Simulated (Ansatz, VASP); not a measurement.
**Yb: VASP beside Ansatz**

```
Yb
1.0
     0.00000    2.45695    2.45695
     2.45695    0.00000    2.45695
     2.45695    2.45695    0.00000
Yb
1
Direct
  0.00000 0.00000 0.00000
```

Alike in both runs: task single point; functional LDA; k mesh 12 × 12 × 12; occupations fermi-dirac, width 0.1 eV; no spin polarisation.

```csv
,VASP,Ansatz
version,VASP 6.6.1,Ansatz 0.2.0
potentials or method,"VASP PAW PBE potentials, release 64 (Yb), cutoff 520 eV","plane waves (420 eV) with PAW, scalar-relativistic"
valence electrons in the cell,24,24
```

Ansatz gave:

| Property | Result |
| --- | --- |
| pressure (GPa) | 0.0 |

**Question.** Which values does VASP return?

**Answer.** Pressure (GPa): -0.3.

VASP's potentials were made for PBE, not for LDA, and Ansatz warns of the same on its side. LDA's correlation is that of Perdew and Zunger in VASP and of Perdew and Wang (1992) in Ansatz.

Spin-orbit coupling is off throughout.
